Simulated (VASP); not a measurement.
Write the native input for VASP 6.6.1 that does the following.

| Quantity | Value |
| --- | --- |
| Task | single point |
| Functional | PBE |
| Dispersion | D3(BJ) |
| Potentials or basis | VASP PAW PBE potentials, release 64 (Sc_sv) |
| Cutoff | 520 eV |
| k mesh | 9 × 9 × 5 |
| Occupations | fermi-dirac, width 0.05 eV |
| Spin | no spin polarisation |
| Dipole correction | no |
| Further INCAR settings | ALGO = Fast; EDIFF = 1e-06; NBANDS = 18 |

The structure of Sc lies in POSCAR:

```
Sc
1.0
    3.2670712462      0.0000000000      0.0000000000
   -1.6335356231      2.8293666952      0.0000000000
    0.0000000000      0.0000000000      5.0835782475
Sc
2
Direct
    0.6666666667      0.3333333333      0.7500000000
    0.3333333333      0.6666666667      0.2500000000
```

These files were run (other wordings do the same):

INCAR

```
  PREC = Accurate
  ENCUT = 520
  EDIFF = 1E-6
  ISMEAR = -1
  SIGMA = 0.05
  LREAL = F
  LASPH = T
  NELM = 60
  ALGO = Fast
  ISIF = 2
  LWAVE = F
  LCHARG = F
  GGA = PE
  IVDW = 12
  NBANDS = 18
```

KPOINTS

```
regular mesh
0
Gamma
  9 9 5
```

Potentials or basis: VASP PAW PBE potentials, release 64 (Sc_sv).

The run is started by

```bash
$ cat potpaw_PBE.64/Sc_sv/POTCAR > POTCAR
$ mpirun -np 1 vasp_std > vasp.out
```

Results of the run:

```
Pressure                   : 0.0 GPa
Band gap on the k mesh     : zero (band 11 reaches 4.75 eV, above the bottom of band 12 at 3.40 eV)
Dispersion energy per atom : -0.408 eV
```

Caveat: pairwise dispersion overbinds metals, which lowers pressure and volume.

It took 34 s on 1 thread of AMD EPYC 7R43 64-Core Processor (Zen 3), on a shared host, peak memory 0.14 GiB.
